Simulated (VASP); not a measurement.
A run of VASP 6.6.1 is set up as follows.

The input INCAR:

```
ALGO = Normal
EDIFF = 1E-6
ENCUT = 520
GGA = PE
ISIF = 2
ISMEAR = -1
LASPH = True
LCHARG = False
LREAL = False
LWAVE = False
NBANDS = 14
NELM = 80
PREC = Accurate
SIGMA = 0.02
```

The input KPOINTS:

```
k-points
0
Gamma
  6 6 6
```

File POSCAR:

```
NaI
1.0
    3.9823528068     -0.0581837261     -0.0581837261
   -0.0581837261      3.9823528068     -0.0581837261
   -0.0581837261     -0.0581837261      3.9823528068
Na I
1 1
Direct
    0.0000000000      0.0000000000      0.0000000000
    0.5000000000      0.5000000000      0.5000000000
```

Potentials or basis: VASP PAW PBE potentials, release 64 (Na_pv, I).

The run is started by

```sh
$ cat potpaw_PBE.64/Na_pv/POTCAR potpaw_PBE.64/I/POTCAR > POTCAR
$ mpirun -np 1 vasp_std > vasp.out
```

Problem. Estimate the pressure.

Solution. 1.2 GPa.

Problem. Predict the band gap on the k mesh.

Solution. 2.38 eV (least direct gap 2.72 eV).

Caveat: the cell differs from its parent crystal (strain along [111] -4.3%); spin-orbit coupling is left out, which moves the levels of the heavy elements. A k mesh can miss the band edges.
